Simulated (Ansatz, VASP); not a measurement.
Two plane-wave programs on W

```
W
1.0
     4.55114    0.00000    0.00000
    -2.27557    3.94140    0.00000
     0.00000    0.00000    2.53090
W
3
Direct
  0.00000 0.00000 0.00000
  0.33333 0.66667 0.50000
  0.66667 0.33333 0.50000
```

Alike in both runs: task single point; functional LDA; k mesh 9 × 9 × 14; occupations fermi-dirac, width 0.1 eV; no spin polarisation.

|  | VASP | Ansatz |
| --- | --- | --- |
| version | VASP 6.6.1 | Ansatz 0.2.0 |
| potentials or method | VASP PAW LDA potentials, release 64 (W_sv), cutoff 520 eV | plane waves (420 eV) with PAW, scalar-relativistic |
| valence electrons in the cell | 42 | 42 |

Ansatz gave:

| Item | Value |
| --- | --- |
| pressure (GPa) | 13.9 |
| traceless stress, the component that is largest in VASP (GPa) | -0.24 |

Question: Which values does VASP return?

Answer: Pressure (GPa): 16.2; traceless stress, the component that is largest in VASP (GPa): 0.42.

Ansatz warns that its potentials were made for another functional, while VASP's fit it. LDA's correlation is that of Perdew and Zunger in VASP and of Perdew and Wang (1992) in Ansatz.

Neither program's run includes spin-orbit coupling.
